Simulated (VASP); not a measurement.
# Mn (Im-3m) in VASP: single point with PBE

Aim: the single point of Mn with PBE.

All numbers are computed with VASP 6.6.1; they aren't measurements. Logs are shortened: lines on timing, memory, paths and dates and some standing lists are left out, and cuts for length are marked.

### Step 1. The cell of the first run

It takes space group Im-3m (No. 229, cubic). The conventional cell has a = 2.979 Å, b = 2.979 Å, c = 2.979 Å, α = 90.00°, β = 90.00°, γ = 90.00°. Within 3.4 Å of Mn (site symmetry m-3m) lie 14 Mn at 2.58 to 2.98 Å.

This isn't the form of Mn at room conditions, which is a 58-atom cubic cell.

### Step 2. Single point, PBE, collinear spin, ferromagnetic start

INCAR reads:

```
ALGO = Normal ; EDIFF = 1E-6
ENCUT = 500 ; GGA = PE
GGA_COMPAT = False ; ISIF = 2
ISMEAR = -1 ; ISPIN = 2
LASPH = True ; LCHARG = True
LELF = True ; LMAXMIX = 4
LORBIT = 11 ; LREAL = False
LVHAR = True ; LWAVE = False
MAGMOM = 1.23 ; NBANDS = 16
NELM = 200 ; PREC = Accurate
SIGMA = 0.1
```

KPOINTS reads:

```
k-points
0
Gamma
  8 8 8
```

POSCAR reads:

```
Mn
1.0
   -1.4895000000      1.4895000000      1.4895000000
    1.4895000000     -1.4895000000      1.4895000000
    1.4895000000      1.4895000000     -1.4895000000
Mn
1
Direct
    0.0000000000      0.0000000000      0.0000000000
```

Potentials or basis: VASP PAW PBE potentials, release 64 (Mn_pv).

Run with:

```
$ cat potpaw_PBE.64/Mn_pv/POTCAR > POTCAR
$ mpirun -np 1 vasp_std > vasp.out
```

OUTCAR:

```text
EDIFF = 1E-6
   ENCUT = 500
   GGA = PE
   ISIF = 2
   ISMEAR = -1
   ISPIN = 2
   LASPH = True
   LORBIT = 11
   LREAL = False
   NELM = 200
   PREC = Accurate

 ion  position               nearest neighbor table
   1  0.000  0.000  0.000-

  LATTYP: Found a body centered cubic cell.
 ALAT       =     2.9790000000

  Lattice vectors:

 A1 = (  -1.4895000000,   1.4895000000,   1.4895000000)
 A2 = (   1.4895000000,  -1.4895000000,   1.4895000000)
 A3 = (   1.4895000000,   1.4895000000,  -1.4895000000)

Analysis of symmetry for initial positions (statically):
=====================================================================
 Subroutine PRICEL returns:
 Original cell was already a primitive cell.

 Routine SETGRP: Setting up the symmetry group for a
 body centered cubic supercell.

 Subroutine GETGRP returns: Found 48 space group operations
 (whereof 48 operations were pure point group operations)
 out of a pool of 48 trial point group operations.

The static configuration has the point symmetry O_h .

Analysis of symmetry for dynamics (positions and initial velocities):
=====================================================================
 Subroutine PRICEL returns:
 Original cell was already a primitive cell.

 Routine SETGRP: Setting up the symmetry group for a
 body centered cubic supercell.

 Subroutine GETGRP returns: Found 48 space group operations
 (whereof 48 operations were pure point group operations)
 out of a pool of 48 trial point group operations.

The dynamic configuration has the point symmetry O_h .

Analysis of structural, dynamic, and magnetic symmetry:
=====================================================================
 Subroutine PRICEL returns:
 Original cell was already a primitive cell.

 Routine SETGRP: Setting up the symmetry group for a
 body centered cubic supercell.

 Subroutine GETGRP returns: Found 48 space group operations
 (whereof 48 operations were pure point group operations)
 out of a pool of 48 trial point group operations.

The overall configuration has the point symmetry O_h .

 Subroutine INISYM returns: Found 48 space group operations
 (whereof 48 operations are pure point group operations),
 and found     1 'primitive' translations

----------------------------------------------------------------------------------------

                                     Primitive cell

  volume of cell :      13.2185

  direct lattice vectors                    reciprocal lattice vectors
    -1.489500000  1.489500000  1.489500000     0.000000000  0.335683115  0.335683115
     1.489500000 -1.489500000  1.489500000     0.335683115  0.000000000  0.335683115
     1.489500000  1.489500000 -1.489500000     0.335683115  0.335683115  0.000000000

  length of vectors
     2.579889678  2.579889678  2.579889678     0.474727614  0.474727614  0.474727614

  position of ions in fractional coordinates (direct lattice)
     0.000000000  0.000000000  0.000000000

  ion indices of the primitive-cell ions
   primitive index   ion index
                 1           1

----------------------------------------------------------------------------------------

 KPOINTS: k-points

Automatic generation of k-mesh.
 Grid dimensions read from file:
 generate k-points for:    8    8    8

 Generating k-lattice:

  Cartesian coordinates                     Fractional coordinates (reciprocal lattice)
     0.000000000  0.041960389  0.041960389     0.125000000  0.000000000  0.000000000
     0.041960389  0.000000000  0.041960389     0.000000000  0.125000000  0.000000000
     0.041960389  0.041960389  0.000000000     0.000000000  0.000000000  0.125000000

  Length of vectors
     0.059340952  0.059340952  0.059340952

  Shift w.r.t. Gamma in fractional coordinates (k-lattice)
     0.000000000  0.000000000  0.000000000

 Subroutine IBZKPT returns following result:
 ===========================================

 Found     29 irreducible k-points:

 Following reciprocal coordinates:
            Coordinates               Weight
  0.000000  0.000000  0.000000      1.000000
  0.125000  0.000000  0.000000     12.000000
  0.250000  0.000000  0.000000     12.000000
  0.375000  0.000000  0.000000     12.000000
  0.500000  0.000000  0.000000      6.000000
  0.125000  0.125000  0.000000     24.000000
[... 16 lines left out ...]
 -0.250000  0.250000  0.250000      6.000000
 -0.375000  0.375000  0.250000     24.000000
 [... further k-points ...]
   k-points           NKPTS =     29   k-points in BZ     NKDIM =     29   number of bands    NBANDS=     16
   number of dos      NEDOS =    301   number of ions     NIONS =      1
   total plane-waves  NPLWV =   8000
   dimension x,y,z NGX =    20 NGY =   20 NGZ =   20
   dimension x,y,z NGXF=    40 NGYF=   40 NGZF=   40
   ions per type =               1
   NGX,Y,Z   is equivalent  to a cutoff of  12.89, 12.89, 12.89 a.u.
   NGXF,Y,Z  is equivalent  to a cutoff of  25.78, 25.78, 25.78 a.u.
 SYSTEM =  unknown system
   PREC   = accura    normal or accurate (medium, high low for compatibility)
   ISTART =      0    job   : 0-new  1-cont  2-samecut
   ICHARG =      2    charge: 1-file 2-atom 10-const
   ISPIN  =      2    spin polarized calculation?
   LNONCOLLINEAR =      F non collinear calculations
   LSORBIT =      F    spin-orbit coupling
   LASPH  =      T    aspherical Exc in radial PAW
   ENCUT  =  500.0 eV  36.75 Ry    6.06 a.u.   4.70  4.70  4.70*2*pi/ulx,y,z
   NELM   =    200;   NELMIN=  2; NELMDL= -5     # of ELM steps
   EDIFF  = 0.1E-05   stopping-criterion for ELM
   LREAL  =      F    real-space projection
   EDIFFG = 0.1E-04   stopping-criterion for IOM
   NSW    =      0    number of steps for IOM
   IBRION =     -1    ionic relax: 0-MD 1-quasi-New 2-CG
   NFREE  =      0    steps in history (QN), initial steepest desc. (CG)
   ISIF   =      2    stress and relaxation
   ISYM   =      2    0-nonsym 1-usesym 2-fastsym
   POTIM  = 0.5000    time-step for ionic-motion
   TEBEG  =    0.0;   TEEND  =   0.0 temperature during run
   PSTRESS=    0.0 pullay stress
   NELECT =      13.0000    total number of electrons
   NUPDOWN=      -1.0000    fix difference up-down
   EMIN   =  10.00;   EMAX   =-10.00  energy-range for DOS
   EFERMI =   0.00;   METHOD = LEGACY
   ISMEAR =    -1;   SIGMA  =   0.10  broadening in eV -4-tet -1-fermi 0-gaus
   EFERMI_NEDOS =   21; number of points for ismear=-14 and -15
   IALGO  =     38    algorithm
   IMIX   =      4    mixing-type and parameters
     AMIX     =   0.40;   BMIX     =  1.00
     AMIX_MAG =   1.60;   BMIX_MAG =  1.00
  volume/ion in A,a.u.               =      13.22        89.20
  Fermi-wavevector in a.u.,A,eV,Ry     =   1.628029  3.076529 36.061944  2.650478
  Thomas-Fermi vector in A             =   2.720727
   LORBIT       =     11    0 simple, 1 ext, 2 COOP (PROOUT), +10 PAW based schemes
   GGA     = PE    functional components
   LHFCALC =     F    Hartree Fock is set to
   AEXX    =    0.0000 exact exchange contribution
   IVDW    =     0    specifies the selected vdW correction
   LEPSILON=     F    determine dielectric tensor
   LRPA    =     F    only Hartree local field effects (RPA)
 spin polarized calculation
  energy-cutoff  :      500.00
  volume of cell :       13.22
 maximum number of plane-waves:       370
   NGX =  9   NGY =  9   NGZ =  9

 number of electron      13.0000016 magnetization       1.1133666

 Free energy of the ion-electron system (eV)
  ---------------------------------------------------
  ext. energy  EPLUGINS =         0.00000000
  ---------------------------------------------------
  free energy    TOTEN  =        -8.63926230 eV

  energy without entropy =       -8.56130184  energy(sigma->0) =       -8.60028207

 E-fermi :   7.8616     XC(G=0): -12.8007

 val. band max:        7.8417751467   @ k =   0.1250   0.1250   0.0000
 cond. band min:       7.8740810695   @ k =   0.3750   0.1250   0.1250
 fundamental gap:      0.0323059228
 Fermi energy:         7.8616231106

 spin component 1

 k-point     1 :       0.0000    0.0000    0.0000
  band No.  band energies     occupation
      1     -40.4452      1.00000
      2     -40.4452      1.00000
      3     -40.4452      1.00000
      4       0.4277      1.00000
      5       6.5260      1.00000
      6       6.5260      1.00000
[... 8 lines left out ...]
     15      38.1854      0.00000
     16      38.1854      0.00000

 k-point     2 :       0.1250    0.0000    0.0000
  band No.  band energies     occupation
      1     -40.5013      1.00000
      2     -40.4638      1.00000
      3     -40.4453      1.00000
      4       1.0067      1.00000
      5       6.3627      1.00000
      6       6.4901      1.00000
[... 8 lines left out ...]
     15      34.4398      0.00000
     16      37.4041      0.00000
[... 387 lines left out ...]
      5       5.8780      1.00000
      6       6.9183      0.99992
[... 8 lines left out ...]
     15      38.6972      0.00000
     16      39.2079      0.00000

 k-point    24 :      -0.3750    0.3750    0.2500
  band No.  band energies     occupation
      1     -40.7245      1.00000
      2     -40.6235      1.00000
      3     -40.5853      1.00000
      4       4.6592      1.00000
      5       5.2391      1.00000
      6       6.9327      0.99991
[... 8 lines left out ...]
     15      37.6303      0.00000
     16      38.3393      0.00000

 [... further k-points ...]

 spin component 2

 k-point     1 :       0.0000    0.0000    0.0000
  band No.  band energies     occupation
      1     -39.1560      1.00000
      2     -39.1560      1.00000
      3     -39.1560      1.00000
      4       0.5118      1.00000
      5       7.4192      0.98815
      6       7.4192      0.98815
[... 8 lines left out ...]
     15      38.5363      0.00000
     16      38.5364      0.00000

 k-point     2 :       0.1250    0.0000    0.0000
  band No.  band energies     occupation
      1     -39.2153      1.00000
      2     -39.1756      1.00000
      3     -39.1561      1.00000
      4       1.0935      1.00000
      5       7.2392      0.99802
      6       7.3748      0.99238
[... 8 lines left out ...]
     15      34.8108      0.00000
     16      37.5142      0.00000
[... 387 lines left out ...]
      5       7.0651      0.99965
      6       7.7778      0.69804
[... 8 lines left out ...]
     15      38.8302      0.00000
     16      39.4041      0.00000

 k-point    24 :      -0.3750    0.3750    0.2500
  band No.  band energies     occupation
      1     -39.4509      1.00000
      2     -39.3436      1.00000
      3     -39.3036      1.00000
      4       5.3111      1.00000
      5       6.2779      1.00000
      6       7.7942      0.66243
[... 8 lines left out ...]
     15      37.7990      0.00000
     16      39.6361      0.00000

 [... further k-points ...]

------------------------ aborting loop because EDIFF is reached ----------------------------------------

  FORCE on cell =-STRESS in cart. coord.  units (eV):
  Direction    XX          YY          ZZ          XY          YZ          ZX
  --------------------------------------------------------------------------------------
  -------------------------------------------------------------------------------------
  Total       -2.5141855     -2.5141855     -2.5141855     -0.0000000     -0.0000000     -0.0000000
  in kB     -304.7378428   -304.7378428   -304.7378428     -0.0000000     -0.0000000     -0.0000000
  external PRESSURE =    -304.7378428 kB  Pullay stress =       0.0000000 kB

 VOLUME and BASIS-vectors are now :
 -----------------------------------------------------------------------------
  energy-cutoff  :      500.00
  volume of cell :       13.22
      direct lattice vectors                 reciprocal lattice vectors
    -1.489500000  1.489500000  1.489500000     0.000000000  0.335683115  0.335683115
     1.489500000 -1.489500000  1.489500000     0.335683115  0.000000000  0.335683115
     1.489500000  1.489500000 -1.489500000     0.335683115  0.335683115  0.000000000

 POSITION                                       TOTAL-FORCE (eV/Angst)
 -----------------------------------------------------------------------------------
      0.00000      0.00000      0.00000         0.000000      0.000000     -0.000000
 -----------------------------------------------------------------------------------
    total drift:                                0.000000     -0.000000      0.000000

  FREE ENERGIE OF THE ION-ELECTRON SYSTEM (eV)
  ---------------------------------------------------
  free  energy   TOTEN  =        -8.6392623041 eV

  energy  without entropy=       -8.5613018431  energy(sigma->0) =       -8.60028207

 total charge

# of ion       s       p       d       tot
------------------------------------------
    1        0.348   6.285   5.008  11.641

 magnetization (x)

# of ion       s       p       d       tot
------------------------------------------
    1       -0.006  -0.023   1.164   1.136
```

It took 23 s on 1 thread of Intel Xeon 8259CL, shared host; peak memory 0.14 GiB.

Results:

| Property | Result |
| --- | --- |
| Free energy | -8.6393 eV |
| Pressure | -30.5 GPa |
| Net moment | 1.11 μB per cell |
| Site moments | Mn +1.14 μB |
| Valence electrons inside the program's atomic spheres | Mn 11.64 |

Caveat: the k points lie up to 0.37 Å⁻¹ apart.
